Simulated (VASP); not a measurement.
# As (P6/mmm) in VASP: a series of runs

The runs below take As through single point, relaxation of cell and atoms, with PBE.

All numbers are computed with VASP 6.6.1; they aren't measurements. Logs are shortened: lines on timing, memory, paths and dates and some standing lists are left out, and cuts for length are marked.

## 1. The cell of the first run

It takes space group P6/mmm (No. 191, hexagonal). Conventional cell: a = 2.930 Å, b = 2.930 Å, c = 2.753 Å, α = 90.00°, β = 90.00°, γ = 120.00°. As (site symmetry 6/mmm) has 8 As at 2.75 to 2.93 Å within 3.6 Å.

## 2. Single point, PBE

Contents of INCAR:

```
ALGO = Normal
EDIFF = 1E-6
ENCUT = 520
GGA = PE
ISIF = 2
ISMEAR = -1
LASPH = True
LCHARG = False
LREAL = False
LWAVE = False
NBANDS = 8
NELM = 100
PREC = Accurate
SIGMA = 0.1
```

Contents of KPOINTS:

```
k-points
0
Gamma
  15 15 14
```

Contents of POSCAR:

```
As
1.0
    2.9303729065      0.0000000000      0.0000000000
   -1.4651864532      2.5377773796      0.0000000000
    0.0000000000      0.0000000000      2.7531494373
As
1
Direct
    0.0000000000      0.0000000000      0.0000000000
```

Potentials or basis: VASP PAW PBE potentials, release 64 (As).

Run with:

```
$ cat potpaw_PBE.64/As/POTCAR > POTCAR
$ mpirun -np 1 vasp_std > vasp.out
```

OUTCAR:

```text
EDIFF = 1E-6
   ENCUT = 520
   GGA = PE
   ISIF = 2
   ISMEAR = -1
   LASPH = True
   LREAL = False
   NELM = 100
   PREC = Accurate

 ion  position               nearest neighbor table
   1  0.000  0.000  0.000-

  LATTYP: Found a hexagonal cell.
 ALAT       =     2.9303729065
 C/A-ratio  =     0.9395218715

  Lattice vectors:

 A1 = (   2.9303729065,   0.0000000000,   0.0000000000)
 A2 = (  -1.4651864532,   2.5377773796,   0.0000000000)
 A3 = (   0.0000000000,   0.0000000000,   2.7531494373)

Analysis of symmetry for initial positions (statically):
=====================================================================
 Subroutine PRICEL returns:
 Original cell was already a primitive cell.

 Routine SETGRP: Setting up the symmetry group for a
 hexagonal supercell.

 Subroutine GETGRP returns: Found 24 space group operations
 (whereof 24 operations were pure point group operations)
 out of a pool of 24 trial point group operations.

The static configuration has the point symmetry D_6h.

Analysis of symmetry for dynamics (positions and initial velocities):
=====================================================================
 Subroutine PRICEL returns:
 Original cell was already a primitive cell.

 Routine SETGRP: Setting up the symmetry group for a
 hexagonal supercell.

 Subroutine GETGRP returns: Found 24 space group operations
 (whereof 24 operations were pure point group operations)
 out of a pool of 24 trial point group operations.

The dynamic configuration has the point symmetry D_6h.

 Subroutine INISYM returns: Found 24 space group operations
 (whereof 24 operations are pure point group operations),
 and found     1 'primitive' translations

----------------------------------------------------------------------------------------

                                     Primitive cell

  volume of cell :      20.4742

  direct lattice vectors                    reciprocal lattice vectors
     2.930372907  0.000000000  0.000000000     0.341253496  0.197022798  0.000000000
    -1.465186453  2.537777380  0.000000000     0.000000000  0.394045596  0.000000000
     0.000000000  0.000000000  2.753149437     0.000000000  0.000000000  0.363220386

  length of vectors
     2.930372907  2.930372906  2.753149437     0.394045596  0.394045596  0.363220386

  position of ions in fractional coordinates (direct lattice)
     0.000000000  0.000000000  0.000000000

[... 70 lines left out ...]
   LNONCOLLINEAR =      F non collinear calculations
   LSORBIT =      F    spin-orbit coupling
   LASPH  =      T    aspherical Exc in radial PAW
   ENCUT  =  520.0 eV  38.22 Ry    6.18 a.u.   5.45  5.45  5.12*2*pi/ulx,y,z
   NELM   =    100;   NELMIN=  2; NELMDL= -5     # of ELM steps
   EDIFF  = 0.1E-05   stopping-criterion for ELM
   LREAL  =      F    real-space projection
   EDIFFG = 0.1E-04   stopping-criterion for IOM
   NSW    =      0    number of steps for IOM
   IBRION =     -1    ionic relax: 0-MD 1-quasi-New 2-CG
   NFREE  =      0    steps in history (QN), initial steepest desc. (CG)
   ISIF   =      2    stress and relaxation
   ISYM   =      2    0-nonsym 1-usesym 2-fastsym
   POTIM  = 0.5000    time-step for ionic-motion
   TEBEG  =    0.0;   TEEND  =   0.0 temperature during run
   PSTRESS=    0.0 pullay stress
   NELECT =       5.0000    total number of electrons
   NUPDOWN=      -1.0000    fix difference up-down
   EMIN   =  10.00;   EMAX   =-10.00  energy-range for DOS
   EFERMI =   0.00;   METHOD = LEGACY
   ISMEAR =    -1;   SIGMA  =   0.10  broadening in eV -4-tet -1-fermi 0-gaus
   EFERMI_NEDOS =   21; number of points for ismear=-14 and -15
   IALGO  =     38    algorithm
   IMIX   =      4    mixing-type and parameters
     AMIX     =   0.40;   BMIX     =  1.00
     AMIX_MAG =   1.60;   BMIX_MAG =  1.00
  volume/ion in A,a.u.               =      20.47       138.17
  Fermi-wavevector in a.u.,A,eV,Ry     =   1.023284  1.933726 14.246793  1.047110
  Thomas-Fermi vector in A             =   2.157009
   LORBIT       =      0    0 simple, 1 ext, 2 COOP (PROOUT), +10 PAW based schemes
   GGA     = PE    functional components
   LHFCALC =     F    Hartree Fock is set to
   AEXX    =    0.0000 exact exchange contribution
   IVDW    =     0    specifies the selected vdW correction
   LEPSILON=     F    determine dielectric tensor
   LRPA    =     F    only Hartree local field effects (RPA)
 non-spin polarized calculation
  energy-cutoff  :      520.00
  volume of cell :       20.47
 maximum number of plane-waves:       575
 NGX is ok and might be reduce to    24
   NGX = 11   NGY = 11   NGZ = 11

 number of electron       4.9999999 magnetization

 Free energy of the ion-electron system (eV)
  ---------------------------------------------------
  ext. energy  EPLUGINS =         0.00000000
  ---------------------------------------------------
  free energy    TOTEN  =        -4.39805687 eV

  energy without entropy =       -4.38117923  energy(sigma->0) =       -4.38961805

 E-fermi :   5.6675     XC(G=0): -10.3628

 val. band max:        5.6585462830   @ k =   0.4667   0.0667   0.2857
 cond. band min:       5.6781947142   @ k =   0.3333   0.1333   0.1429
 fundamental gap:      0.0196484312
 Fermi energy:         5.6674921160

 k-point     1 :       0.0000    0.0000    0.0000
  band No.  band energies     occupation
      1      -8.9732      2.00000
      2       9.5012      0.00000
      3      10.5207      0.00000
      4      10.5207      0.00000
      5      14.0612      0.00000
      6      17.0946      0.00000
      7      17.9384      0.00000
      8      17.9384      0.00000
[... 243 lines left out ...]
 k-point    24 :       0.4000    0.2000    0.0000
  band No.  band energies     occupation
      1      -4.7885      2.00000
      2      -0.0241      2.00000
      3       3.5416      2.00000
      4      12.4587      0.00000
      5      17.3464      0.00000
      6      19.3874      0.00000
      7      20.9118      0.00000
      8      21.3872      0.00000

 [... further k-points ...]
[... 5 lines left out ...]
  --------------------------------------------------------------------------------------
  -------------------------------------------------------------------------------------
  Total       -0.1800579     -0.1800579     -0.1809122     -0.0000000      0.0000000      0.0000000
  in kB      -14.0901771    -14.0901771    -14.1570316     -0.0000000      0.0000000      0.0000000
  external PRESSURE =     -14.1124619 kB  Pullay stress =       0.0000000 kB

 VOLUME and BASIS-vectors are now :
 -----------------------------------------------------------------------------
  energy-cutoff  :      520.00
  volume of cell :       20.47
      direct lattice vectors                 reciprocal lattice vectors
     2.930372907  0.000000000  0.000000000     0.341253496  0.197022798  0.000000000
    -1.465186453  2.537777380  0.000000000     0.000000000  0.394045596  0.000000000
     0.000000000  0.000000000  2.753149437     0.000000000  0.000000000  0.363220386

 POSITION                                       TOTAL-FORCE (eV/Angst)
 -----------------------------------------------------------------------------------
      0.00000      0.00000      0.00000         0.000000      0.000000      0.000000
 -----------------------------------------------------------------------------------
    total drift:                                0.000000      0.000000      0.000000

  FREE ENERGIE OF THE ION-ELECTRON SYSTEM (eV)
  ---------------------------------------------------
  free  energy   TOTEN  =        -4.3980568749 eV

  energy  without entropy=       -4.3811792291  energy(sigma->0) =       -4.38961805
```

It took 14 s on 1 thread of Intel Xeon Platinum 8259CL at 2.50GHz (Skylake/Cascade Lake), shared host; peak memory 0.15 GiB.

What came out:

* Free energy: -4.3981 eV
* Pressure: -1.4 GPa

Levels at points of the mesh, in eV from the Fermi level:
| k point | band 1 | band 2 | band 3 | band 4 | band 5 |
| --- | --- | --- | --- | --- | --- |
| (0.00, 0.00, 0.00) | -14.64 | 3.83 | 4.85 | 4.85 | 8.39 |
| (0.00, 0.00, 0.50) | -11.73 | -6.66 | 6.83 | 6.83 | 14.73 |

## 3. Relaxation of cell and atoms, PBE, target pressure -1.5 GPa, at which the enthalpy is minimised

Contents of INCAR:

```
ALGO = Normal
EDIFF = 1E-6
EDIFFG = -0.005
ENCUT = 600
GGA = PE
IBRION = 2
ISIF = 3
ISMEAR = -1
LASPH = T
LCHARG = F
LREAL = F
LWAVE = F
NELM = 60
NSW = 32
PREC = Accurate
PSTRESS = -15.0
SIGMA = 0.1
```

KPOINTS is that of step 2.

POSCAR is that of step 2.

Potentials or basis: VASP PAW PBE potentials, release 64 (As).

Run with:

```
$ cat potpaw_PBE.64/As/POTCAR > POTCAR
$ mpirun -np 1 vasp_std > vasp.out
```

Wall time 26 s (1 thread of Intel Xeon Platinum 8259CL at 2.50GHz (Skylake/Cascade Lake), shared host); peak memory 0.16 GiB.

It converged, with:

```
Free energy                                            : -4.3979 eV
Relaxed volume                                         : 20.49 Å³/atom
Relaxed cell                                           : a = 2.931 Å, b = 2.931 Å, c = 2.754 Å, α = 90.00°, β = 90.00°, γ = 120.00°
Space group after relaxing (to 0.05 Å)                 : P6/mmm (No. 191)
Energy change on relaxing (the enthalpy is what falls) : +0.2 meV/atom
Ionic steps                                            : 4
Pressure after relaxing                                : -1.5 GPa
```

Step by step:
| step | energy change (eV) | largest force (eV/Å) | pressure (GPa) | volume (Å³) |
| --- | --- | --- | --- | --- |
| 1 | 0.0000 | 0.0000 | -1.41 | 20.47 |
| 2 | 0.0003 | 0.0000 | -1.53 | 20.51 |
| 3 | 0.0002 | 0.0000 | -1.53 | 20.50 |
| 4 | 0.0002 | 0.0000 | -1.50 | 20.49 |

Final structure:
```xyz
1
Lattice="2.9312 0.0000 0.0000 -1.4656 2.5385 0.0000 0.0000 0.0000 2.7539" Properties=species:S:1:pos:R:3 pbc="T T T"
As    0.0000    0.0000    0.0000
```

Levels at points of the mesh, in eV from the Fermi level:
```csv
k point,band 1,band 2,band 3,band 4,band 5,band 6
"(0.00, 0.00, 0.00)",-14.63,3.83,4.85,4.85,8.39,11.42
"(0.00, 0.00, 0.50)",-11.73,-6.65,6.82,6.82,14.72,14.81
```

Caveat: the cell is relaxed towards a set pressure, so the enthalpy falls and the energy may rise.

## 4. Relaxation of cell and atoms, PBE, target pressure -1.5 GPa, at which the enthalpy is minimised

This run uses another cell than the first one, of 20.56 Å³/atom, 1.004 times its volume.

Contents of INCAR:

```
PREC = Accurate
ENCUT = 600
EDIFF = 1E-7
ISMEAR = -1
SIGMA = 0.1
LREAL = False
LASPH = True
NELM = 100
ALGO = Normal
ISIF = 3
LWAVE = False
LCHARG = False
GGA = PE
IBRION = 2
NSW = 60
EDIFFG = -0.005
PSTRESS = -15.0
```

Contents of KPOINTS:

```
Automatic mesh
0
Gamma
  15 15 14
```

Contents of POSCAR:

```
As
1.0
    2.9338324884      0.0000000000      0.0000000000
   -1.4669162442      2.5407734654      0.0000000000
    0.0000000000      0.0000000000      2.7578025391
As
1
Direct
    0.0000000000      0.0000000000      0.0000000000
```

Run with:

```
$ cat potpaw_PBE.64/As/POTCAR > POTCAR
$ mpirun -np 1 vasp_std > vasp.out
```

It took 31 s on 1 thread of Intel Xeon Platinum 8259CL at 2.50GHz (Skylake/Cascade Lake), shared host; peak memory 0.17 GiB.

It converged, with:

```yaml
Free_energy: -4.3979 eV
Relaxed_volume: 20.50 Å³/atom
Relaxed_cell: a = 2.931 Å, b = 2.931 Å, c = 2.755 Å, α = 90.00°, β = 90.00°, γ = 120.00°
Space_group_after_relaxing_to_0.05_Å: P6/mmm (No. 191)
Energy_change_on_relaxing_the_enthalpy_is_what_falls: -0.6 meV/atom
Ionic_steps: 3
Pressure_after_relaxing: -1.5 GPa
```

The path:
| step | energy change (eV) | largest force (eV/Å) | pressure (GPa) | volume (Å³) |
| --- | --- | --- | --- | --- |
| 1 | 0.0000 | 0.0000 | -1.70 | 20.56 |
| 2 | -0.0008 | 0.0000 | -1.43 | 20.48 |
| 3 | -0.0006 | 0.0000 | -1.49 | 20.50 |

Final structure:
```
As
1.0
     2.93124    0.00000    0.00000
    -1.46562    2.53853    0.00000
     0.00000    0.00000    2.75465
As
1
Direct
  0.00000 0.00000 0.00000
```

Levels at points of the mesh, in eV from the Fermi level:
```tsv
k point	band 1	band 2	band 3	band 4	band 5	band 6
(0.00, 0.00, 0.00)	-14.63	3.82	4.85	4.85	8.39	11.42
(0.00, 0.00, 0.50)	-11.73	-6.65	6.82	6.82	14.72	14.81
```

Caveat: the cell is relaxed towards a set pressure, so the enthalpy falls and the energy may rise.

## 5. Summary

| task | cell | cutoff (eV) | gap on the mesh (eV) | pressure (GPa) |
| --- | --- | --- | --- | --- |
| single point | a = 2.930, b = 2.930, c = 2.753 Å, angles 90.0, 90.0, 120.0°, 1 atom | 520 | none | -1.4 |
| relaxation of cell and atoms | relaxed to -1.5 GPa from a = 2.930, b = 2.930, c = 2.753 Å, angles 90.0, 90.0, 120.0°, 1 atom | 600 | none | -1.5 |
| relaxation of cell and atoms | relaxed to -1.5 GPa from a = 2.934, b = 2.934, c = 2.758 Å, angles 90.0, 90.0, 120.0°, 1 atom | 600 | none | -1.5 |

Alike in all rows: level PBE; potentials or basis VASP PAW PBE potentials, release 64 (As); no spin polarisation; k mesh 15 × 15 × 14; smearing fermi-dirac 0.1 eV.

Caveats: the cell is relaxed towards a set pressure, so the enthalpy falls and the energy may rise (some runs).

Absolute energies hang on the potentials; compare differences alone.
